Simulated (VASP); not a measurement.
# H6C3O in VASP: single point with PBE+D3(BJ)

Aim: the single point of H6C3O with PBE+D3(BJ).

All numbers are computed with VASP 6.6.1; they aren't measurements. Logs are shortened: lines on timing, memory, paths and dates and some standing lists are left out, and cuts for length are marked.

## 1. The cell of the first run

The cell holds a disordered packing, 40 atoms: a = 8.707 Å, b = 8.707 Å, c = 8.707 Å, α = 90.00°, β = 90.00°, γ = 90.00°.

## 2. Single point, PBE+D3(BJ)

INCAR reads:

```
PREC = Accurate
ENCUT = 1000
EDIFF = 1E-6
ISMEAR = -1
SIGMA = 0.05
LREAL = Auto
LASPH = T
NELM = 120
ALGO = Normal
ISIF = 2
LWAVE = F
LCHARG = T
GGA = PE
IVDW = 12
LELF = T
LVHAR = T
NBANDS = 74
GGA_COMPAT = F
```

KPOINTS reads:

```
Automatic mesh
0
Gamma
  1 1 1
```

POSCAR reads:

```
H6C3O
1.0
    8.7065880000      0.0000000000      0.0000000000
    0.0000000000      8.7065880000      0.0000000000
    0.0000000000      0.0000000000      8.7065880000
C H O
12 24 4
Direct
    0.4460415492      0.7387739032      0.3478630205
    0.4325919637      0.8155892986      0.2013992163
    0.3255695572      0.1493926209      0.8147049108
    0.3221583472      0.0588060443      0.6647035555
    0.7483873131      0.3213428728      0.7134941954
    0.6691944077      0.4825196736      0.6733521788
    0.8873051074      0.7381421976      0.1037834798
    1.0125895471      0.6534821678      0.0364551533
    0.8890394262      0.1483933775      0.9263559962
    1.1041409103      0.3299340683      0.3180120617
    0.5351809457      0.3478859916      0.1859281730
    0.0603451088      0.9511303395      0.3208030517
    0.5621605157      0.7195930254      0.3754972671
    0.3968374293      0.8313015386      0.4214854315
    0.3790807605      0.6416750167      0.3414081383
    0.4465813703      0.7285517587      0.1122368487
    0.3167027083      0.8561562807      0.1898677186
    0.5197328735      0.9041888740      0.1808630430
    0.3327250583      0.2796503062      0.7745284375
    0.1969313352      0.1480143542      0.8614740930
    0.3880050371      0.1048746076      0.9005020107
    0.2790415717     -0.0480555644      0.6845965377
    0.2361315363      0.1070683487      0.5887036345
    0.4241960226      0.0517079710      0.6010391212
    0.6650940644      0.2461469407      0.7714388231
    0.8044597953      0.2509019607      0.6146035623
    0.8266384030      0.3414196239      0.8095019542
    0.7537625531      0.5590134735      0.6082061078
    0.5651008179      0.4721941592      0.5964219279
    0.6538841622      0.5544881646      0.7724840087
    0.9094148018      0.8619220296      0.1344958553
    0.7722428120      0.7394056087      0.0347093488
    0.8472320041      0.6921425477      0.2172722541
    1.0000243494      0.5366281257      0.0033652678
    1.0731184248      0.7090033432     -0.0547631288
    1.0860396748      0.6358977822      0.1255256364
    0.8043564253      0.1730643508      1.0190788860
    0.9952233872      0.2966604139      0.3844215438
    0.5277727624      0.2678201840      0.2907108962
    0.0318953877      0.8713401852      0.4164547582
```

Potentials or basis: VASP PAW PBE potentials, release 64 (C_h, H_h, O_h).

On the command line:

```console
$ cat potpaw_PBE.64/C_h/POTCAR potpaw_PBE.64/H_h/POTCAR potpaw_PBE.64/O_h/POTCAR > POTCAR
$ mpirun -np 1 vasp_gam > vasp.out
```

OUTCAR:

```text
PREC = Accurate
   ENCUT = 1000
   EDIFF = 1E-6
   ISMEAR = -1
   LREAL = Auto
   LASPH = T
   NELM = 120
   ISIF = 2
   GGA = PE
   IVDW = 12
 IVDW          = 12

 ion  position               nearest neighbor table
   1  0.446  0.739  0.348-  15 1.03  13 1.05  14 1.12   2 1.44
   2  0.433  0.816  0.201-  17 1.07  16 1.09  18 1.10   1 1.44
   3  0.326  0.149  0.815-  21 1.00  19 1.19  20 1.19
   4  0.322  0.059  0.665-  22 1.02  24 1.05  23 1.08
   5  0.748  0.321  0.713-  27 1.09  25 1.10  26 1.16
   6  0.669  0.483  0.673-  30 1.07  29 1.13  28 1.14
   7  0.887  0.738  0.104-  33 1.12  31 1.13  32 1.17   8 1.44
   8  0.013  0.653  0.036-  36 1.02  34 1.06  35 1.07   7 1.44
   9  0.889  0.148  0.926-  37 1.11
  10  0.104  0.330  0.318-  38 1.15
  11  0.535  0.348  0.186-  39 1.15
  12  0.060  0.951  0.321-  40 1.11
  13  0.562  0.720  0.375-   1 1.05
  14  0.397  0.831  0.421-   1 1.12
[... 24 lines left out ...]
  39  0.528  0.268  0.291-  11 1.15
  40  0.032  0.871  0.416-  12 1.11

  LATTYP: Found a simple cubic cell.
 ALAT       =     8.7065880000

  Lattice vectors:

 A1 = (   8.7065880000,   0.0000000000,   0.0000000000)
 A2 = (   0.0000000000,   8.7065880000,   0.0000000000)
 A3 = (   0.0000000000,   0.0000000000,   8.7065880000)

Analysis of symmetry for initial positions (statically):
=====================================================================
 Subroutine PRICEL returns:
 Original cell was already a primitive cell.

 Routine SETGRP: Setting up the symmetry group for a
 simple cubic supercell.

 Subroutine GETGRP returns: Found  1 space group operations
 (whereof  1 operations were pure point group operations)
 out of a pool of 48 trial point group operations.

The static configuration has the point symmetry C_1 .

Analysis of symmetry for dynamics (positions and initial velocities):
=====================================================================
 Subroutine PRICEL returns:
 Original cell was already a primitive cell.

 Routine SETGRP: Setting up the symmetry group for a
 simple cubic supercell.

 Subroutine GETGRP returns: Found  1 space group operations
 (whereof  1 operations were pure point group operations)
 out of a pool of 48 trial point group operations.

The dynamic configuration has the point symmetry C_1 .

 Subroutine INISYM returns: Found  1 space group operations
 (whereof  1 operations are pure point group operations),
 and found     1 'primitive' translations

----------------------------------------------------------------------------------------

                                     Primitive cell

  volume of cell :     660.0001

  direct lattice vectors                    reciprocal lattice vectors
     8.706588000  0.000000000  0.000000000     0.114855555  0.000000000  0.000000000
     0.000000000  8.706588000  0.000000000     0.000000000  0.114855555  0.000000000
     0.000000000  0.000000000  8.706588000     0.000000000  0.000000000  0.114855555

  length of vectors
     8.706588000  8.706588000  8.706588000     0.114855555  0.114855555  0.114855555

  position of ions in fractional coordinates (direct lattice)
     0.446041549  0.738773903  0.347863021
     0.432591964  0.815589299  0.201399216
     0.325569557  0.149392621  0.814704911
     0.322158347  0.058806044  0.664703555
     0.748387313  0.321342873  0.713494195
     0.669194408  0.482519674  0.673352179
[... 32 lines left out ...]
     0.527772762  0.267820184  0.290710896
     0.031895388  0.871340185  0.416454758

  ion indices of the primitive-cell ions
   primitive index   ion index
                 1           1
                 2           2
                 3           3
                 4           4
                 5           5
                 6           6
[... 32 lines left out ...]
                39          39
                40          40

----------------------------------------------------------------------------------------

 KPOINTS: Automatic mesh

Automatic generation of k-mesh.
 Grid dimensions read from file:
 generate k-points for:    1    1    1

 Generating k-lattice:

  Cartesian coordinates                     Fractional coordinates (reciprocal lattice)
     0.114855555  0.000000000  0.000000000     1.000000000  0.000000000  0.000000000
     0.000000000  0.114855555  0.000000000     0.000000000  1.000000000  0.000000000
     0.000000000  0.000000000  0.114855555     0.000000000  0.000000000  1.000000000

  Length of vectors
     0.114855555  0.114855555  0.114855555

  Shift w.r.t. Gamma in fractional coordinates (k-lattice)
     0.000000000  0.000000000  0.000000000

 Subroutine IBZKPT returns following result:
 ===========================================

 Found      1 irreducible k-points:

 Following reciprocal coordinates:
            Coordinates               Weight
  0.000000  0.000000  0.000000      1.000000
   k-points           NKPTS =      1   k-points in BZ     NKDIM =      1   number of bands    NBANDS=     74
   number of dos      NEDOS =    301   number of ions     NIONS =     40
   total plane-waves  NPLWV = 729000
   dimension x,y,z NGX =    90 NGY =   90 NGZ =   90
   dimension x,y,z NGXF=   180 NGYF=  180 NGZF=  180
   ions per type =              12  24   4
   NGX,Y,Z   is equivalent  to a cutoff of  17.18, 17.18, 17.18 a.u.
   NGXF,Y,Z  is equivalent  to a cutoff of  34.37, 34.37, 34.37 a.u.
 SYSTEM =  unknown system
   PREC   = accura    normal or accurate (medium, high low for compatibility)
   ISTART =      0    job   : 0-new  1-cont  2-samecut
   ICHARG =      2    charge: 1-file 2-atom 10-const
   ISPIN  =      1    spin polarized calculation?
   LNONCOLLINEAR =      F non collinear calculations
   LSORBIT =      F    spin-orbit coupling
   LASPH  =      T    aspherical Exc in radial PAW
   ENCUT  = 1000.0 eV  73.50 Ry    8.57 a.u.  22.45 22.45 22.45*2*pi/ulx,y,z
   NELM   =    120;   NELMIN=  2; NELMDL= -5     # of ELM steps
   EDIFF  = 0.1E-05   stopping-criterion for ELM
   LREAL  =      T    real-space projection
   EDIFFG = 0.1E-04   stopping-criterion for IOM
   NSW    =      0    number of steps for IOM
   IBRION =     -1    ionic relax: 0-MD 1-quasi-New 2-CG
   NFREE  =      0    steps in history (QN), initial steepest desc. (CG)
   ISIF   =      2    stress and relaxation
   ISYM   =      2    0-nonsym 1-usesym 2-fastsym
   POTIM  = 0.5000    time-step for ionic-motion
   TEBEG  =    0.0;   TEEND  =   0.0 temperature during run
   PSTRESS=    0.0 pullay stress
   NELECT =      96.0000    total number of electrons
   NUPDOWN=      -1.0000    fix difference up-down
   EMIN   =  10.00;   EMAX   =-10.00  energy-range for DOS
   EFERMI =   0.00;   METHOD = LEGACY
   ISMEAR =    -1;   SIGMA  =   0.05  broadening in eV -4-tet -1-fermi 0-gaus
   EFERMI_NEDOS =   21; number of points for ismear=-14 and -15
   IALGO  =     38    algorithm
   IMIX   =      4    mixing-type and parameters
     AMIX     =   0.40;   BMIX     =  1.00
     AMIX_MAG =   1.60;   BMIX_MAG =  1.00
  volume/ion in A,a.u.               =      16.50       111.35
  Fermi-wavevector in a.u.,A,eV,Ry     =   0.860962  1.626982 10.085391  0.741255
  Thomas-Fermi vector in A             =   1.978545
   LORBIT       =      0    0 simple, 1 ext, 2 COOP (PROOUT), +10 PAW based schemes
   GGA     = PE    functional components
   LHFCALC =     F    Hartree Fock is set to
   AEXX    =    0.0000 exact exchange contribution
   IVDW    =    12    specifies the selected vdW correction
   LEPSILON=     F    determine dielectric tensor
   LRPA    =     F    only Hartree local field effects (RPA)
 non-spin polarized calculation
  energy-cutoff  :     1000.00
  volume of cell :      660.00
 maximum number of plane-waves:     23629
 NGX is ok and might be reduce to    90
   NGX = 45   NGY = 45   NGZ = 45

 number of electron      96.0000000 magnetization

 Free energy of the ion-electron system (eV)
  ---------------------------------------------------
  ext. energy  EPLUGINS =         0.00000000
  ---------------------------------------------------
  free energy    TOTEN  =      -219.20415391 eV

  energy without entropy =     -219.20415390  energy(sigma->0) =     -219.20415391

 E-fermi :  -3.7097     XC(G=0):  -5.4354

 val. band max:       -4.9953733671   @ k =   0.0000   0.0000   0.0000
 cond. band min:       0.1338668885   @ k =   0.0000   0.0000   0.0000
 fundamental gap:      5.1292402556
 Fermi energy:        -3.7097303017

 k-point     1 :       0.0000    0.0000    0.0000
  band No.  band energies     occupation
      1     -27.0545      2.00000
      2     -26.9088      2.00000
      3     -26.6388      2.00000
      4     -26.3907      2.00000
      5     -16.7510      2.00000
      6     -16.6857      2.00000
[... 52 lines left out ...]
     59       2.9440      0.00000
     60       3.0399      0.00000
 [bands above 60 left out]

------------------------ aborting loop because EDIFF is reached ----------------------------------------

 Edisp (eV)   -1.25060

 E8    (eV) :    -0.2851

  FORCE on cell =-STRESS in cart. coord.  units (eV):
  Direction    XX          YY          ZZ          XY          YZ          ZX
  --------------------------------------------------------------------------------------
  -------------------------------------------------------------------------------------
  Total       5.98925     2.78528    11.36849     0.39958    -3.32389     2.11852
  in kB      14.53916     6.76137    27.59748     0.97001    -8.06888     5.14280
  external pressure =       16.30 kB  Pullay stress =        0.00 kB

 VOLUME and BASIS-vectors are now :
 -----------------------------------------------------------------------------
  energy-cutoff  :     1000.00
  volume of cell :      660.00
      direct lattice vectors                 reciprocal lattice vectors
     8.706588000  0.000000000  0.000000000     0.114855555  0.000000000  0.000000000
     0.000000000  8.706588000  0.000000000     0.000000000  0.114855555  0.000000000
     0.000000000  0.000000000  8.706588000     0.000000000  0.000000000  0.114855555

 POSITION                                       TOTAL-FORCE (eV/Angst)
 -----------------------------------------------------------------------------------
      3.88350      6.43220      3.02870        -0.133089      2.939999      1.632029
      3.76640      7.10100      1.75350         0.589494     -0.074182     -2.823515
      2.83460      1.30070      7.09330        -5.266431      3.532930     -3.596317
      2.80490      0.51200      5.78730        -0.728179      2.098706      0.536195
      6.51590      2.79780      6.21210        -0.809273      0.591542     -0.782112
      5.82640      4.20110      5.86260         1.572363     -0.668330     -2.071481
[... 32 lines left out ...]
      4.59510      2.33180      2.53110         0.089571      0.918475     -1.226660
      0.27770      7.58640      3.62590        -0.605393     -1.829766      2.328371
 -----------------------------------------------------------------------------------
    total drift:                               -0.002057      0.001054      0.000996

  FREE ENERGIE OF THE ION-ELECTRON SYSTEM (eV)
  ---------------------------------------------------
  free  energy   TOTEN  =      -220.4547563956 eV

  energy  without entropy=     -220.4547563956  energy(sigma->0) =     -220.45475640
```

Wall time 3.6 min (1 thread of Intel Xeon Platinum 8488C (Sapphire Rapids), shared host); peak memory 1.2 GiB.

What came out:

```yaml
Free_energy: -220.4548 eV
Pressure: 1.6 GPa
Largest_force: 7.290 eV/Å
Band_gap_on_the_k_mesh: 5.13 eV
Dispersion_energy_per_atom: -0.031 eV
```

Forces in eV/Å, atoms in the order of the input:
```
C   -0.133  2.940  1.632
C    0.589 -0.074 -2.824
C   -5.266  3.533 -3.596
C   -0.728  2.099  0.536
C   -0.809  0.592 -0.782
C    1.572 -0.668 -2.071
C   -4.667  1.473  0.688
C    0.357 -0.179 -1.277
C    2.163 -0.998 -1.683
C   -1.109 -0.278  0.680
C   -0.113 -0.894  1.249
C    0.754  1.851 -2.069
H    1.345 -0.615  0.694
H    0.285 -1.099  0.897
H   -1.349 -2.254  0.640
H    0.154  0.057 -0.681
H   -0.597  0.743 -0.442
H   -0.248  0.276  0.017
H    0.725 -1.906  1.443
H    1.931 -0.091 -0.601
H    2.711 -0.903  2.704
H   -0.768 -3.199  0.540
H   -0.238  0.518 -0.348
H    1.680 -0.024 -0.630
H   -0.329 -0.007 -0.462
H   -0.717  1.325  1.297
H    0.592  0.353 -0.636
H   -0.590 -0.921  0.168
H    0.665  0.072  0.895
H   -0.742 -0.080  0.865
H    0.166 -0.779 -0.668
H    1.517  0.085  0.559
H    0.356 -0.120 -0.495
H   -1.128 -1.120 -0.671
H    0.380  0.608 -0.716
H    2.819 -0.135  2.323
O   -1.831  0.320  2.432
O    1.117  0.411 -0.709
O    0.090  0.918 -1.227
O   -0.605 -1.830  2.328
```

Caveat: the k points lie up to 0.72 Å⁻¹ apart.
